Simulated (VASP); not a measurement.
A run of VASP 6.6.1 is set up as follows.

INCAR

```
SYSTEM = MgB2
  ALGO = Normal
  EDIFF = 1E-6
  ENCUT = 520
  GGA = PS
  ISIF = 2
  ISMEAR = -1
  LASPH = .True.
  LCHARG = .True.
  LELF = .True.
  LREAL = .False.
  LVHAR = .True.
  LWAVE = .False.
  NBANDS = 11
  NELM = 60
  PREC = Accurate
  SIGMA = 0.1
```

The input KPOINTS:

```
k-points
0
Gamma
  16 16 12
  0 0 0
```

File POSCAR:

```
MgB2
1.0
    3.0157436722      0.0000000000      0.0000000000
   -1.5078718361      2.6117106314      0.0000000000
    0.0000000000      0.0000000000      3.3965606241
Mg B
1 2
Direct
    0.0000000000      0.0000000000      0.0000000000
    0.3333333333      0.6666666667      0.5000000000
    0.6666666667      0.3333333333      0.5000000000
```

Potentials or basis: VASP PAW PBE potentials, release 64 (Mg, B).

Run with:

```console
$ cat potpaw_PBE.64/Mg/POTCAR potpaw_PBE.64/B/POTCAR > POTCAR
$ mpirun -np 1 vasp_std > vasp.out
```

**Question.** What does it give for the band gap on the k mesh?

**Answer.** Zero (bands 4 and 5 overlap by 3.28 eV).

**Question.** What does it give for the pressure?

**Answer.** 10.1 GPa.

Stress tensor (GPa, compression positive):
```
10.17  0.00  0.00
 0.00 10.17  0.00
 0.00  0.00  9.92
```

Caveat: the cell stands under pressure; the PAW data sets were made with another functional, which shifts forces and pressure a little.
